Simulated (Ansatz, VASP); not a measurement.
## Re in VASP and in Ansatz

```
Re
1.0
     2.73919    0.00000    0.00000
    -1.36959    2.37221    0.00000
     0.00000    0.00000    4.41187
Re
2
Direct
  0.33333 0.66667 0.25000
  0.66667 0.33333 0.75000
```

Alike in both runs: task single point; functional LDA; k mesh 13 × 13 × 7; occupations gaussian, width 0.1 eV; no spin polarisation.

|  | VASP | Ansatz |
| --- | --- | --- |
| version | VASP 6.6.1 | Ansatz 0.2.0 |
| potentials or method | VASP PAW LDA potentials, release 64 (Re_sv_GW), cutoff 560 eV | plane waves (420 eV) with PAW, scalar-relativistic |
| valence electrons in the cell | 30 | 30 |

```csv
,VASP,Ansatz,Ansatz less VASP
pressure (GPa),-0.2,-0.2,+0.02
```

Ansatz warns that its potentials were made for another functional, while VASP's fit it. LDA's correlation is that of Perdew and Zunger in VASP and of Perdew and Wang (1992) in Ansatz.

Spin-orbit coupling is off throughout.
